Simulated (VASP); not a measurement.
# SmHfW: single point with PBE

Crystal: SmHfW.

```
Sm Hf W
1.0
     4.21692    0.00000    0.00000
     0.00000    4.21692    0.00000
     0.00000    0.00000    4.86566
Sm Hf W
1 1 1
Cartesian
  0.0000 0.0000 0.0000
  2.1085 2.1085 0.0000
  2.1085 2.1085 2.4328
```

The cell was generated, and may not be a known phase.

```
Program             : VASP 6.6.1
Task                : single point
Functional          : PBE
Potentials or basis : VASP PAW PBE potentials, release 64 (Sm_3, Hf_pv, W_sv), 4f in core
Cutoff              : 500 eV
k mesh              : 4 × 4 × 4
Occupations         : gaussian, width 0.1 eV
Spin                : no spin polarisation
```

```
Pressure               : 0.2 GPa
Band gap on the k mesh : zero (an odd number of electrons rules out a gap without spin polarisation)
```

Stress tensor (GPa, compression positive):
```
0.26 0.00 0.00
0.00 0.26 0.00
0.00 0.00 0.14
```

Levels at points of the mesh, in eV from the Fermi level:
| k point | band 16 | band 17 | band 18 | band 19 | band 20 | band 21 |
| --- | --- | --- | --- | --- | --- | --- |
| (0.00, 0.00, 0.00) | -2.14 | -1.15 | -1.12 | 0.59 | 1.32 | 2.84 |
| (0.50, 0.00, 0.00) | -1.68 | 0.00 | 0.73 | 0.97 | 1.01 | 1.50 |
| (0.50, 0.50, 0.00) | -1.45 | 0.51 | 0.79 | 0.79 | 0.99 | 2.13 |
| (0.00, 0.00, 0.50) | -0.46 | -0.10 | -0.10 | 0.23 | 0.23 | 0.73 |
| (0.50, 0.00, 0.50) | -0.41 | -0.15 | 0.73 | 1.17 | 1.38 | 1.42 |
| (0.50, 0.50, 0.50) | -0.85 | -0.57 | -0.07 | 0.60 | 1.20 | 1.23 |

It took 15 s on 1 thread of Intel(R) Xeon(R) 6975P-C (Granite Rapids), on a shared host, peak memory 0.21 GiB.

Caveat: the k points lie up to 0.37 Å⁻¹ apart, too coarse for converged energies and pressures of a metal; spin-orbit coupling is left out, which moves the levels of the heavy elements; the 4f electrons are frozen in the core, so they carry no moment and show no levels. Spin polarisation is off, so any magnetic state and its effect on volume and gap are missing.
